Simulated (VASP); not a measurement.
# Ca2Se (P-6m2) in VASP: a series of runs, part 2 of 2

VASP 6.6.1. Earlier steps stand in the parts before.

## (3) Relaxation of cell and atoms, PBE

This run uses another cell than the first one, of 33.64 Å³/atom, 1.004 times its volume.

INCAR reads:

```
PREC = Accurate
ENCUT = 600
EDIFF = 1E-6
ISMEAR = 0
SIGMA = 0.1
LREAL = F
LASPH = T
NELM = 100
ALGO = Normal
ISIF = 3
LWAVE = F
LCHARG = F
GGA = PE
IBRION = 2
NSW = 100
EDIFFG = -0.01
```

KPOINTS reads:

```
Automatic mesh
0
Gamma
  12 12 6
```

POSCAR reads:

```
Ca2Se
1.0
    4.0164633020      0.0000000000      0.0000000000
   -2.0082316510      3.4783592529      0.0000000000
    0.0000000000      0.0000000000      7.2226693211
Ca Se
2 1
Direct
    0.3333333333      0.6666666667      0.7443141894
    0.3333333333      0.6666666667      0.2556858106
    0.0000000000      0.0000000000      0.0000000000
```

Potentials or basis: VASP PAW PBE potentials, release 64 (Ca_sv, Se).

Command:

```sh
> cat potpaw_PBE.64/Ca_sv/POTCAR potpaw_PBE.64/Se/POTCAR > POTCAR
> mpirun -np 1 vasp_std > vasp.out
```

OUTCAR:

```text
PREC = Accurate
   ENCUT = 600
   EDIFF = 1E-6
   ISMEAR = 0
   LREAL = F
   LASPH = T
   NELM = 100
   ISIF = 3
   GGA = PE
   IBRION = 2
   NSW = 100
   EDIFFG = -0.01

 ion  position               nearest neighbor table
   1  0.333  0.667  0.744-   3 2.96   3 2.96   3 2.96
   2  0.333  0.667  0.256-   3 2.96   3 2.96   3 2.96
   3  0.000  0.000  0.000-   1 2.96   2 2.96   1 2.96   2 2.96   1 2.96   2 2.96

  LATTYP: Found a hexagonal cell.
 ALAT       =     4.0164633020
 C/A-ratio  =     1.7982659813

  Lattice vectors:

 A1 = (   4.0164633020,   0.0000000000,   0.0000000000)
 A2 = (  -2.0082316510,   3.4783592529,   0.0000000000)
 A3 = (   0.0000000000,   0.0000000000,   7.2226693211)

Analysis of symmetry for initial positions (statically):
=====================================================================
[... 327 lines left out ...]
  ext. energy  EPLUGINS =         0.00000000
  ---------------------------------------------------
  free energy    TOTEN  =       -10.74440838 eV

  energy without entropy =      -10.74110645  energy(sigma->0) =      -10.74275741

 E-fermi :   3.1141     XC(G=0):  -8.2293

 val. band max:        3.0268218302   @ k =   0.0833   0.0833   0.5000
 cond. band min:       3.1177338926   @ k =   0.1667   0.0000   0.5000
 fundamental gap:      0.0909120624
 Fermi energy:         3.1140998187

 k-point     1 :       0.0000    0.0000    0.0000
  band No.  band energies     occupation
      1     -39.1845      2.00000
      2     -39.1698      2.00000
      3     -20.2929      2.00000
      4     -20.1538      2.00000
      5     -20.1538      2.00000
      6     -20.1357      2.00000
[... 457 lines left out ...]
      4     -20.2229      2.00000
      5     -20.1993      2.00000
      6     -20.1685      2.00000
[... 9 lines left out ...]
     16       4.4359      0.00000
     17       5.4726      0.00000

 [... further k-points ...]
[... 5 lines left out ...]
  --------------------------------------------------------------------------------------
  -------------------------------------------------------------------------------------
  Total       -0.0197758     -0.0197758     -0.0184722      0.0000000      0.0000000      0.0000000
  in kB       -0.3138683     -0.3138683     -0.2931780      0.0000000      0.0000000      0.0000000
  external PRESSURE =      -0.3069715 kB  Pullay stress =       0.0000000 kB
[... 18 lines left out ...]
  FREE ENERGIE OF THE ION-ELECTRON SYSTEM (eV)
  ---------------------------------------------------
  free  energy   TOTEN  =       -10.7444083817 eV

  energy  without entropy=      -10.7411064451  energy(sigma->0) =      -10.74275741

 reached required accuracy - stopping structural energy minimisation
```

OSZICAR:

```text
N       E                     dE             d eps       ncg     rms          rms(c)
DAV:   1     0.229577910127E+03    0.22958E+03   -0.13835E+04  2584   0.154E+03
DAV:   2     0.705185251663E+01   -0.22253E+03   -0.22066E+03  2609   0.397E+02
[... 32 lines left out ...]
   4 F= -.10744392E+02 E0= -.10742727E+02  d E =-.376108E-04
       N       E                     dE             d eps       ncg     rms          rms(c)
DAV:   1    -0.107443975397E+02   -0.59915E-05   -0.15574E-02  2592   0.122E+00    0.394E-02
DAV:   2    -0.107444140436E+02   -0.16504E-04   -0.48337E-04  3481   0.227E-01    0.205E-02
DAV:   3    -0.107444076552E+02    0.63884E-05   -0.26400E-05  3898   0.395E-02    0.574E-03
DAV:   4    -0.107444083817E+02   -0.72649E-06   -0.33212E-06  3157   0.107E-02
   5 F= -.10744408E+02 E0= -.10742757E+02  d E =-.539946E-04
```

It took 3.5 min on 1 thread of AMD EPYC 9R45 (Zen 5), shared host; peak memory 0.32 GiB.

What came out:

```
Free energy                            : -10.7444 eV
Relaxed volume                         : 33.65 Å³/atom
Relaxed cell                           : a = 4.025 Å, b = 4.025 Å, c = 7.194 Å, α = 90.00°, β = 90.00°, γ = 120.00°
Space group after relaxing (to 0.05 Å) : P-6m2 (No. 187)
Energy gained by relaxing              : 0.2 meV/atom
Ionic steps                            : 5
Pressure after relaxing                : 0.0 GPa
Band gap on the k mesh                 : zero (band 13 reaches 3.26 eV, above the bottom of band 14 at 2.70 eV)
```

Forces in eV/Å, atoms in the order of the input:
```
Ca   0.000  0.000  0.002
Ca   0.000  0.000 -0.002
Se   0.000  0.000  0.000
```

The path:
| step | energy change (eV) | largest force (eV/Å) | pressure (GPa) | volume (Å³) |
| --- | --- | --- | --- | --- |
| 1 | 0.0000 | 0.0315 | 0.02 | 100.91 |
| 2 | -0.0005 | 0.0243 | 0.01 | 100.97 |
| 3 | -0.0006 | 0.0199 | -0.01 | 101.01 |
| 4 | -0.0007 | 0.0101 | -0.02 | 100.98 |
| 5 | -0.0007 | 0.0023 | -0.03 | 100.95 |

Final structure:
```yaml
crystal:
  lattice:
    - [4.02533, 0.00000, 0.00000]
    - [-2.01266, 3.48604, 0.00000]
    - [0.00000, 0.00000, 7.19388]
  atoms:
    - { symbol: Ca, position: [0.33333, 0.66667, 0.74359] }
    - { symbol: Ca, position: [0.33333, 0.66667, 0.25641] }
    - { symbol: Se, position: [0.00000, 0.00000, 0.00000] }
```

Levels at points of the mesh, in eV from the Fermi level:
```tsv
k point	band 11	band 12	band 13	band 14	band 15	band 16
(0.00, 0.00, 0.00)	-2.63	-2.63	-2.55	0.55	1.98	1.98
(0.50, 0.00, 0.00)	-3.96	-3.15	-0.26	0.21	0.59	0.76
(0.00, 0.00, 0.50)	-2.62	-2.62	-1.28	-0.41	1.71	1.85
(0.50, 0.00, 0.50)	-4.01	-3.14	-0.34	0.12	0.61	1.56
```
